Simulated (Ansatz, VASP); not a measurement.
## Si4Ge3 in VASP and in Ansatz

```xyz
14
Lattice="5.2199 3.0137 3.2211 -5.2199 3.0137 3.2211 0.0000 -6.0274 3.2211" Properties=species:S:1:pos:R:3 pbc="T T T"
Si   -0.7380    2.1156    7.6697
Si   -2.2336    0.4345    4.4238
Si   -1.4631   -1.6969    7.6697
Si    0.7405   -2.1515    4.4238
Si    2.2011   -0.4187    7.6697
Si    1.4930    1.7171    4.4238
Si    0.0000    0.0000    8.4569
Si    0.0000    0.0000    1.1670
Ge    0.7415   -2.1554    2.0018
Ge    2.2360   -0.4352    5.2444
Ge    1.4959    1.7199    2.0018
Ge   -0.7411    2.1540    5.2444
Ge   -2.2374    0.4355    2.0018
Ge   -1.4949   -1.7188    5.2444
```

Alike in both runs: functional PBE; k mesh 6 × 6 × 6; occupations gaussian, width 0.02 eV; no spin polarisation.

Ansatz relaxed the structure, and its values are those at the end. VASP's run is a single point on that final structure, the one shown.

|  | VASP | Ansatz |
| --- | --- | --- |
| version | VASP 6.6.1 | Ansatz 0.2.0 |
| potentials or method | VASP PAW PBE potentials, release 64 (Si, Ge_d), cutoff 520 eV | scalar-relativistic, plane waves, PAW |
| valence electrons in the cell | 116 | 116 |

```tsv
	VASP	Ansatz	Ansatz less VASP
gap on the k mesh at the Fermi level (eV)	0.66	0.66	-0.003
least direct gap on the mesh (eV)	1.47	1.47	-0.003
pressure (GPa)	-0.1	0.0	+0.12
rms of the force components (eV/Å)	0.003	0.003	-0.0001
```

The functional is the same, so the differences come from potentials, cutoffs and numerics.
